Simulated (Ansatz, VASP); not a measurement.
Two plane-wave programs on Pt

The input INCAR:

```
PREC = Accurate
ENCUT = 520
EDIFF = 1E-6
ISMEAR = 0
SIGMA = 0.15
LREAL = F
LASPH = T
NELM = 80
ALGO = Normal
ISIF = 2
LWAVE = F
LCHARG = F
GGA = PE
NBANDS = 11
```

The input KPOINTS:

```
Automatic mesh
0
Gamma
  22 22 22
```

POSCAR

```
Pt
1.0
   -1.5208512000      1.5208512000      1.4574824000
    1.5208512000     -1.5208512000      1.4574824000
    1.5208512000      1.5208512000     -1.4574824000
Pt
1
Direct
    0.0000000000      0.0000000000      0.0000000000
```

Input for Ansatz:

```yaml
crystal:
  lattice:
    - [-1.5208512, 1.5208512, 1.4574824]
    - [1.5208512, -1.5208512, 1.4574824]
    - [1.5208512, 1.5208512, -1.4574824]
  atoms:
    - { symbol: Pt, position: [0.0, 0.0, 0.0] }
basis:
  ecutwfc: 420
kpoints:
  mp_grid: { grid: [22, 22, 22] }
hamiltonian:
  xc: pbe
scf:
  occupations: { method: gaussian, width: 0.15 }
output:
  forces: true
  stress: true
  eigenvalues: true
```

Change from the starting cell: strain -0.040 along x and y, -0.080 along z, atoms carried along.

Alike in both runs: task single point; functional PBE; k mesh 22 × 22 × 22; occupations gaussian, width 0.15 eV; no spin polarisation.

|  | VASP | Ansatz |
| --- | --- | --- |
| version | VASP 6.6.1 | Ansatz 0.2.0 |
| potentials or method | VASP PAW PBE potentials, release 64 (Pt), cutoff 520 eV | scalar-relativistic, plane waves, PAW |
| valence electrons in the cell | 10 | 18 |

Ansatz gave:

* gap on the k mesh at the Fermi level (eV): none
* pressure (GPa): 58.7
* traceless stress, the component that is largest in VASP (GPa): -3.95

Q: Estimate VASP's values.

A: gap on the k mesh at the Fermi level (eV): none; pressure (GPa): 58.2; traceless stress, the component that is largest in VASP (GPa): -3.95.

A gap of «none» marks a metal or a gap that the smearing closes. Both programs put the cell under a high pressure, so it lies far from rest at this level. VASP's potentials hold 10 valence electrons a cell and Ansatz's 18, so a difference there can come from the potentials and not from the codes.

Neither program's run includes spin-orbit coupling.
